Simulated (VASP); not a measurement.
# BN (P6_3/mmc) in VASP: notebook

The runs below take BN through single point, with PBE.

Everything below comes from runs of VASP 6.6.1. Logs are shortened: lines on timing, memory, paths and dates and some standing lists are left out, and cuts for length are marked.

### Step 1. The cell of the first run

The structure is hexagonal, space group P6_3/mmc (No. 194). The conventional cell has a = 2.511 Å, b = 2.511 Å, c = 7.872 Å, α = 90.00°, β = 90.00°, γ = 120.00°. B (site symmetry -6m2) has 3 N at 1.45 Å within 1.9 Å. Within 1.9 Å of N (site symmetry -6m2) lie 3 B at 1.45 Å.

### Step 2. Single point, PBE (10.75 Å³/atom)

File INCAR:

```
PREC = Accurate ; ENCUT = 520
EDIFF = 1E-7 ; ISMEAR = 0
SIGMA = 0.02 ; LREAL = False
LASPH = True ; NELM = 100
ALGO = Normal ; ISIF = 2
LWAVE = False ; LCHARG = True
GGA = PE ; LELF = True
LVHAR = True ; NBANDS = 16
```

File KPOINTS:

```
regular mesh
0
Gamma
  12 12 4
```

File POSCAR:

```
BN
1.0
    2.5114524269      0.0000000000      0.0000000000
   -1.2557262135      2.1749816021      0.0000000000
    0.0000000000      0.0000000000      7.8718416229
B N
2 2
Direct
    0.3333333333      0.6666666667      0.2500000000
    0.6666666667      0.3333333333      0.7500000000
    0.3333333333      0.6666666667      0.7500000000
    0.6666666667      0.3333333333      0.2500000000
```

Potentials or basis: VASP PAW PBE potentials, release 64 (B, N).

Run with:

```console
> cat potpaw_PBE.64/B/POTCAR potpaw_PBE.64/N/POTCAR > POTCAR
> mpirun -np 1 vasp_std > vasp.out
```

OUTCAR:

```text
PREC = Accurate
   ENCUT = 520
   EDIFF = 1E-7
   ISMEAR = 0
   LREAL = False
   LASPH = True
   NELM = 100
   ISIF = 2
   GGA = PE

 ion  position               nearest neighbor table
   1  0.333  0.667  0.250-   4 1.45   4 1.45   4 1.45
   2  0.667  0.333  0.750-   3 1.45   3 1.45   3 1.45
   3  0.333  0.667  0.750-   2 1.45   2 1.45   2 1.45
   4  0.667  0.333  0.250-   1 1.45   1 1.45   1 1.45

  LATTYP: Found a hexagonal cell.
 ALAT       =     2.5114524269
 C/A-ratio  =     3.1343781545

  Lattice vectors:

 A1 = (   2.5114524269,   0.0000000000,   0.0000000000)
 A2 = (  -1.2557262135,   2.1749816021,   0.0000000000)
 A3 = (   0.0000000000,   0.0000000000,   7.8718416229)

Analysis of symmetry for initial positions (statically):
=====================================================================
 Subroutine PRICEL returns:
 Original cell was already a primitive cell.

 Routine SETGRP: Setting up the symmetry group for a
 hexagonal supercell.

 Subroutine GETGRP returns: Found 24 space group operations
 (whereof 12 operations were pure point group operations)
 out of a pool of 24 trial point group operations.

The static configuration has the point symmetry D_3d.
 The point group associated with its full space group is D_6h.

Analysis of symmetry for dynamics (positions and initial velocities):
=====================================================================
 Subroutine PRICEL returns:
 Original cell was already a primitive cell.

 Routine SETGRP: Setting up the symmetry group for a
 hexagonal supercell.

 Subroutine GETGRP returns: Found 24 space group operations
 (whereof 12 operations were pure point group operations)
 out of a pool of 24 trial point group operations.

The dynamic configuration has the point symmetry D_3d.
 The point group associated with its full space group is D_6h.

 Subroutine INISYM returns: Found 24 space group operations
 (whereof 12 operations are pure point group operations),
 and found     1 'primitive' translations

----------------------------------------------------------------------------------------

                                     Primitive cell

  volume of cell :      42.9989

  direct lattice vectors                    reciprocal lattice vectors
     2.511452427  0.000000000  0.000000000     0.398175968  0.229887002  0.000000000
    -1.255726214  2.174981602  0.000000000     0.000000000  0.459774004  0.000000000
     0.000000000  0.000000000  7.871841623     0.000000000  0.000000000  0.127035076

  length of vectors
     2.511452427  2.511452427  7.871841623     0.459774004  0.459774004  0.127035076

  position of ions in fractional coordinates (direct lattice)
     0.333333333  0.666666667  0.250000000
     0.666666667  0.333333333  0.750000000
     0.333333333  0.666666667  0.750000000
     0.666666667  0.333333333  0.250000000

  ion indices of the primitive-cell ions
   primitive index   ion index
                 1           1
                 2           2
                 3           3
                 4           4

----------------------------------------------------------------------------------------

 KPOINTS: regular mesh

Automatic generation of k-mesh.
 Grid dimensions read from file:
 generate k-points for:   12   12    4

 Generating k-lattice:

  Cartesian coordinates                     Fractional coordinates (reciprocal lattice)
     0.033181331  0.019157250  0.000000000     0.083333333 -0.000000000  0.000000000
     0.000000000  0.038314500  0.000000000     0.000000000  0.083333333  0.000000000
     0.000000000  0.000000000  0.031758769     0.000000000  0.000000000  0.250000000

  Length of vectors
     0.038314500  0.038314500  0.031758769

  Shift w.r.t. Gamma in fractional coordinates (k-lattice)
     0.000000000  0.000000000  0.000000000

 Subroutine IBZKPT returns following result:
 ===========================================

 Found     57 irreducible k-points:

 Following reciprocal coordinates:
            Coordinates               Weight
  0.000000  0.000000  0.000000      1.000000
  0.083333  0.000000  0.000000      6.000000
  0.166667  0.000000  0.000000      6.000000
  0.250000  0.000000  0.000000      6.000000
  0.333333  0.000000  0.000000      6.000000
  0.416667 -0.000000  0.000000      6.000000
[... 16 lines left out ...]
  0.250000  0.000000  0.250000     12.000000
  0.333333  0.000000  0.250000     12.000000
 [... further k-points ...]
   k-points           NKPTS =     57   k-points in BZ     NKDIM =     57   number of bands    NBANDS=     16
   number of dos      NEDOS =    301   number of ions     NIONS =      4
   total plane-waves  NPLWV =  24000
   dimension x,y,z NGX =    20 NGY =   20 NGZ =   60
   dimension x,y,z NGXF=    40 NGYF=   40 NGZF=  120
   ions per type =               2   2
   NGX,Y,Z   is equivalent  to a cutoff of  13.24, 13.24, 12.67 a.u.
   NGXF,Y,Z  is equivalent  to a cutoff of  26.48, 26.48, 25.34 a.u.
 SYSTEM =  unknown system
   PREC   = accura    normal or accurate (medium, high low for compatibility)
   ISTART =      0    job   : 0-new  1-cont  2-samecut
   ICHARG =      2    charge: 1-file 2-atom 10-const
   ISPIN  =      1    spin polarized calculation?
   LNONCOLLINEAR =      F non collinear calculations
   LSORBIT =      F    spin-orbit coupling
   LASPH  =      T    aspherical Exc in radial PAW
   ENCUT  =  520.0 eV  38.22 Ry    6.18 a.u.   4.67  4.67 14.64*2*pi/ulx,y,z
   NELM   =    100;   NELMIN=  2; NELMDL= -5     # of ELM steps
   EDIFF  = 0.1E-06   stopping-criterion for ELM
   LREAL  =      F    real-space projection
   EDIFFG = 0.1E-05   stopping-criterion for IOM
   NSW    =      0    number of steps for IOM
   IBRION =     -1    ionic relax: 0-MD 1-quasi-New 2-CG
   NFREE  =      0    steps in history (QN), initial steepest desc. (CG)
   ISIF   =      2    stress and relaxation
   ISYM   =      2    0-nonsym 1-usesym 2-fastsym
   POTIM  = 0.5000    time-step for ionic-motion
   TEBEG  =    0.0;   TEEND  =   0.0 temperature during run
   PSTRESS=    0.0 pullay stress
   NELECT =      16.0000    total number of electrons
   NUPDOWN=      -1.0000    fix difference up-down
   EMIN   =  10.00;   EMAX   =-10.00  energy-range for DOS
   EFERMI =   0.00;   METHOD = LEGACY
   ISMEAR =     0;   SIGMA  =   0.02  broadening in eV -4-tet -1-fermi 0-gaus
   EFERMI_NEDOS =   21; number of points for ismear=-14 and -15
   IALGO  =     38    algorithm
   IMIX   =      4    mixing-type and parameters
     AMIX     =   0.40;   BMIX     =  1.00
     AMIX_MAG =   1.60;   BMIX_MAG =  1.00
  volume/ion in A,a.u.               =      10.75        72.54
  Fermi-wavevector in a.u.,A,eV,Ry     =   1.177504  2.225161 18.864703  1.386517
  Thomas-Fermi vector in A             =   2.313850
   LORBIT       =      0    0 simple, 1 ext, 2 COOP (PROOUT), +10 PAW based schemes
   GGA     = PE    functional components
   LHFCALC =     F    Hartree Fock is set to
   AEXX    =    0.0000 exact exchange contribution
   IVDW    =     0    specifies the selected vdW correction
   LEPSILON=     F    determine dielectric tensor
   LRPA    =     F    only Hartree local field effects (RPA)
 non-spin polarized calculation
 Gauss-broadening in eV      SIGMA  =   0.02
  energy-cutoff  :      520.00
  volume of cell :       43.00
 maximum number of plane-waves:      1182
 NGX is ok and might be reduce to    20
   NGX =  9   NGY =  9   NGZ = 29

 number of electron      15.9999998 magnetization

 Free energy of the ion-electron system (eV)
  ---------------------------------------------------
  ext. energy  EPLUGINS =         0.00000000
  ---------------------------------------------------
  free energy    TOTEN  =       -35.20491259 eV

  energy without entropy =      -35.20491259  energy(sigma->0) =      -35.20491259

 E-fermi :   1.1759     XC(G=0):  -8.9435

 val. band max:        0.9878008429   @ k =   0.3333   0.3333   0.5000
 cond. band min:       5.4973367147   @ k =   0.5000   0.0000   0.0000
 fundamental gap:      4.5095358718
 Fermi energy:         1.1759244571

 k-point     1 :       0.0000    0.0000    0.0000
  band No.  band energies     occupation
      1     -16.6605      2.00000
      2     -16.5900      2.00000
      3      -4.6243      2.00000
      4      -3.7660      2.00000
      5      -0.3595      2.00000
      6      -0.3595      2.00000
[... 8 lines left out ...]
     15      12.5241      0.00000
     16      13.5583      0.00000

 k-point     2 :       0.0833    0.0000    0.0000
  band No.  band energies     occupation
      1     -16.5270      2.00000
      2     -16.4578      2.00000
      3      -4.4419      2.00000
      4      -3.5932      2.00000
      5      -0.9153      2.00000
      6      -0.9134      2.00000
[... 8 lines left out ...]
     15      13.1111      0.00000
     16      13.1380      0.00000

 k-point     3 :       0.1667    0.0000    0.0000
  band No.  band energies     occupation
      1     -16.1343      2.00000
      2     -16.0689      2.00000
      3      -3.9022      2.00000
      4      -3.0837      2.00000
      5      -2.3219      2.00000
      6      -2.3161      2.00000
[... 8 lines left out ...]
     15      14.2914      0.00000
     16      14.6783      0.00000

 k-point     4 :       0.2500    0.0000    0.0000
  band No.  band energies     occupation
      1     -15.5092      2.00000
      2     -15.4506      2.00000
      3      -4.0998      2.00000
      4      -4.0925      2.00000
      5      -3.0329      2.00000
      6      -2.2705      2.00000
[... 8 lines left out ...]
     15      14.7694      0.00000
     16      16.9308      0.00000
[... 324 lines left out ...]
 k-point    22 :       0.1667    0.0000    0.2500
  band No.  band energies     occupation
      1     -16.1248      2.00000
      2     -16.0785      2.00000
      3      -3.7957      2.00000
      4      -3.2203      2.00000
      5      -2.3187      2.00000
      6      -2.3152      2.00000
[... 8 lines left out ...]
     15      14.6823      0.00000
     16      14.7021      0.00000

 k-point    23 :       0.2500    0.0000    0.2500
  band No.  band energies     occupation
      1     -15.5007      2.00000
      2     -15.4592      2.00000
      3      -4.0999      2.00000
      4      -4.0947      2.00000
      5      -2.9301      2.00000
      6      -2.3931      2.00000
[... 8 lines left out ...]
     15      15.8943      0.00000
     16      16.9331      0.00000

 k-point    24 :       0.3333    0.0000    0.2500
  band No.  band energies     occupation
      1     -14.7133      2.00000
      2     -14.6792      2.00000
      3      -5.8693      2.00000
      4      -5.8603      2.00000
      5      -2.5842      2.00000
      6      -2.5767      2.00000
[... 8 lines left out ...]
     15      16.7529      0.00000
     16      18.7300      0.00000

 [... further k-points ...]

------------------------ aborting loop because EDIFF is reached ----------------------------------------

  FORCE on cell =-STRESS in cart. coord.  units (eV):
  Direction    XX          YY          ZZ          XY          YZ          ZX
  --------------------------------------------------------------------------------------
  -------------------------------------------------------------------------------------
  Total        0.1067449      0.1067449      0.0308633     -0.0000000      0.0000000     -0.0000000
  in kB        3.9774151      3.9774151      1.1499950     -0.0000000      0.0000000     -0.0000000
  external PRESSURE =       3.0349418 kB  Pullay stress =       0.0000000 kB

 VOLUME and BASIS-vectors are now :
 -----------------------------------------------------------------------------
  energy-cutoff  :      520.00
  volume of cell :       43.00
      direct lattice vectors                 reciprocal lattice vectors
     2.511452427  0.000000000  0.000000000     0.398175968  0.229887002  0.000000000
    -1.255726214  2.174981602  0.000000000     0.000000000  0.459774004  0.000000000
     0.000000000  0.000000000  7.871841623     0.000000000  0.000000000  0.127035076

 POSITION                                       TOTAL-FORCE (eV/Angst)
 -----------------------------------------------------------------------------------
     -0.00000      1.44999      1.96796         0.000000      0.000000      0.000000
      1.25573      0.72499      5.90388        -0.000000     -0.000000      0.000000
     -0.00000      1.44999      5.90388        -0.000000     -0.000000      0.000000
      1.25573      0.72499      1.96796         0.000000      0.000000      0.000000
 -----------------------------------------------------------------------------------
    total drift:                               -0.000000      0.000000      0.000000

  FREE ENERGIE OF THE ION-ELECTRON SYSTEM (eV)
  ---------------------------------------------------
  free  energy   TOTEN  =       -35.2049125876 eV

  energy  without entropy=      -35.2049125876  energy(sigma->0) =      -35.20491259
```

Run time: 52 s. Hardware: 1 thread of Intel Xeon 8259CL, shared host; peak memory 0.17 GiB.

What came out:

```
Free energy            : -35.2049 eV
Pressure               : 0.3 GPa
Band gap on the k mesh : 4.51 eV (least direct gap 4.65 eV)
```

Levels at points of the mesh, in eV from the valence-band top:
```
           k point  band 6  band 7  band 8  band 9  band 10  band 11
(0.00, 0.00, 0.00)   -1.35   -1.34   -1.34    4.54     8.35    10.73
(0.50, 0.00, 0.00)   -4.11   -1.08   -0.72    4.51     5.11     9.42
(0.00, 0.00, 0.50)   -1.34   -1.34   -1.34    6.05     6.05    11.52
(0.50, 0.00, 0.50)   -4.12   -0.90   -0.90    4.76     4.76     9.72
```

Caveat: this functional lacks dispersion, which binds layers or chains, so the pressure and a relaxed spacing across them are unreliable. A k mesh can miss the band edges.

[end of part 1 of 2]
